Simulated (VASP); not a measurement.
A run of VASP 6.6.1 is set up as follows.

Contents of INCAR:

```
ALGO     = Normal         # electronic algorithm
EDIFF    = 1E-6           # SCF threshold, eV
ENCUT    = 520            # plane-wave cutoff, eV
GGA      = PE             # functional
ISIF     = 2              # what is computed and relaxed
ISMEAR   = 0              # smearing method
LASPH    = True           # aspherical terms in the spheres
LCHARG   = False          # write CHGCAR
LREAL    = False          # projectors in reciprocal space
LWAVE    = False          # write WAVECAR
NBANDS   = 19             # bands
NELM     = 80             # most SCF steps
PREC     = Accurate       # precision mode
SIGMA    = 0.1            # smearing width, eV
```

Contents of KPOINTS:

```
k-points
0
Gamma
  4 4 4
```

File POSCAR:

```
MgBeTe3
1.0
    4.1047691000      0.0000000000      0.0000000000
    0.0000000000      4.1047691000      0.0000000000
    0.0000000000      0.0000000000      7.4248544500
Mg Be Te
1 1 3
Direct
    0.0000000000      0.0000000000      0.0000000000
    0.5000000000      0.5000000000      0.5000000000
    0.5000000000      0.5000000000      0.7675185900
    0.5000000000      0.5000000000      0.2324814100
    0.0000000000      0.0000000000      0.5000000000
```

Potentials or basis: VASP PAW PBE potentials, release 64 (Mg, Be, Te).

Command:

```sh
$ cat potpaw_PBE.64/Mg/POTCAR potpaw_PBE.64/Be/POTCAR potpaw_PBE.64/Te/POTCAR > POTCAR
$ mpirun -np 1 vasp_std > vasp.out
```

(1) Estimate the largest force.

(2) Predict the pressure.

(3) Estimate the band gap on the k mesh.

## Answers

(1) 5.681 eV/Å.

(2) 7.4 GPa.

(3) zero (band 11 reaches 7.11 eV, above the bottom of band 12 at 4.28 eV).

Caveat: the k points lie up to 0.38 Å⁻¹ apart; spin-orbit coupling is left out, which moves the levels of the heavy elements; forces of over 1 eV/Å act on the atoms, so gaps and moduli don't describe the material at rest.
